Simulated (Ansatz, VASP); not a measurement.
## One calculation of ZnS, two programs

The input INCAR:

```
SYSTEM = ZnS
PREC = Accurate ; ENCUT = 520
EDIFF = 1E-7 ; ISMEAR = -1
SIGMA = 0.03 ; LREAL = .FALSE.
LASPH = .TRUE. ; NELM = 100
ALGO = Normal ; ISIF = 2
LWAVE = .FALSE. ; LCHARG = .FALSE.
GGA = PE ; NBANDS = 26
```

Contents of KPOINTS:

```
regular mesh
0
G
  8 8 5
  0 0 0
```

Contents of POSCAR:

```
ZnS
1.0
    3.8109987816      0.0000000000      0.0000000000
   -1.9054993908      3.3004217586      0.0000000000
    0.0000000000      0.0000000000      6.4210200000
Zn S
2 2
Direct
    0.3333333333      0.6666666667      0.0000000000
    0.6666666667      0.3333333333      0.5000000000
    0.3333333333      0.6666666667      0.3850000000
    0.6666666667      0.3333333333      0.8850000000
```

Input for Ansatz:

```yaml
crystal:
  lattice:
    - [3.8109987816, 0.0, 0.0]
    - [-1.9054993908, 3.3004217586, 0.0]
    - [0.0, 0.0, 6.42102]
  atoms:
    - { symbol: Zn, position: [0.3333333333, 0.6666666667, 0.0] }
    - { symbol: Zn, position: [0.6666666667, 0.3333333333, 0.5] }
    - { symbol: S, position: [0.3333333333, 0.6666666667, 0.385] }
    - { symbol: S, position: [0.6666666667, 0.3333333333, 0.885] }
kpoints:
  mp_grid: { grid: [8, 8, 5] }
  band_path:
    path:
      - [0.0, 0.0, 0.0]
      - [0.5, 0.0, 0.0]
      - [0.3333333333, 0.3333333333, 0.0]
      - [0.0, 0.0, 0.0]
      - [0.0, 0.0, 0.5]
      - [0.5, 0.0, 0.5]
      - [0.3333333333, 0.3333333333, 0.5]
      - [0.0, 0.0, 0.5]
      - [0.5, 0.0, 0.5]
    npoints: 5
scf:
  occupations: { method: fermi_dirac, width: 0.03 }
hamiltonian:
  xc: pbe
  pseudopotentials: { kind: all_electron, lapw: { basis_error: 0.001 } }
output:
  forces: true
  stress: true
  eigenvalues: true
```

Change from the starting cell: zz strain of +3 %.

Alike in both runs: task single point; functional PBE; k mesh 8 × 8 × 5; occupations fermi-dirac, width 0.03 eV; no spin polarisation.

|  | VASP | Ansatz |
| --- | --- | --- |
| version | VASP 6.6.1 | Ansatz 0.2.0 |
| potentials or method | VASP PAW PBE potentials, release 64 (Zn, S), cutoff 520 eV | all-electron LAPW, scalar-relativistic |

|  | VASP | Ansatz | Ansatz less VASP |
| --- | --- | --- | --- |
| gap on the k mesh at the Fermi level (eV) | 2.08 | 2.08 | 0.000 |
| pressure (GPa) | 0.6 | 0.5 | -0.15 |
| traceless stress, the component that is largest in VASP (GPa) | -3.29 | -3.24 | +0.050 |
| rms of the force components (eV/Å) | 0.226 | 0.223 | -0.0036 |

Atom by atom the forces differ by 0.004 eV/Å (rms over components). Ansatz ran all-electron here, and VASP with PAW potentials.
